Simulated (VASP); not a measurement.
Set up this calculation in VASP 6.6.1, as the native input.

* Task: single point
* Functional: PBE
* Potentials or basis: VASP PAW PBE potentials, release 64 (Ti_sv)
* Cutoff: 520 eV
* k mesh: 20 × 20 × 20
* Occupations: gaussian, width 0.15 eV
* Spin: no spin polarisation
* Dipole correction: no
* Further INCAR settings: ALGO = Normal; EDIFF = 1e-06; NBANDS = 12

The structure of Ti lies in POSCAR:

```
Ti
1.0
    0.0000000000      2.1351972615      1.8296505333
    2.1351972615      0.0000000000      1.8296505333
    2.1351972615      2.1351972615      0.0000000000
Ti
1
Direct
    0.0000000000      0.0000000000      0.0000000000
```

This cell differs from its parent crystal: volume 16.683 Å^3 an atom, c/a of the conventional cell 0.8569.

One way to write it, as run:

INCAR

```
SYSTEM = Ti
PREC = Accurate
ENCUT = 520
EDIFF = 1E-6
ISMEAR = 0
SIGMA = 0.15
LREAL = .False.
LASPH = .True.
NELM = 60
ALGO = Normal
ISIF = 2
LWAVE = .False.
LCHARG = .False.
GGA = PE
NBANDS = 12
```

KPOINTS

```
Automatic mesh
0
Gamma
  20 20 20
  0 0 0
```

Potentials or basis: VASP PAW PBE potentials, release 64 (Ti_sv).

The run is started by

```bash
$ cat potpaw_PBE.64/Ti_sv/POTCAR > POTCAR
$ mpirun -np 1 vasp_std > vasp.out
```

It gave:

- Pressure: 4.3 GPa
- Band gap on the k mesh: zero (band 6 reaches 9.46 eV, above the bottom of band 7 at 8.07 eV)

It took 38 s on 1 thread of Intel(R) Xeon(R) 6975P-C (Granite Rapids), on a shared host, peak memory 0.24 GiB.
